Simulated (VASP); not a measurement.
Runs of VASP 6.6.1 on AlCu3. The structure is that of space group Pm-3m (No. 221), or close to it. The cells are those of the table. 

| cell | gap on the mesh (eV) | pressure (GPa) |
| --- | --- | --- |
| a = 3.678 Å, 4 atoms | none | -3.8 |
| a = 3.642 Å, 4 atoms | none | 0.3 |
| a = 3.605 Å, 4 atoms | none | 5.2 |
| a = 3.759 Å, 4 atoms | none | (a) |

Alike in all rows: task single point; level r2SCAN; potentials or basis VASP PAW PBE potentials, release 64 (Al, Cu); no spin polarisation; k mesh 12 × 12 × 12; cutoff (eV) 520; smearing gaussian 0.1 eV.

Fill in the values left out.

(a) -11.2.

Caveats: the PAW data sets were made with another functional, which shifts forces and pressure a little; the cell stands under tension (at least some runs); the cell stands under pressure (at least some runs).

A gap of «none» marks levels without a gap at the run's occupations.
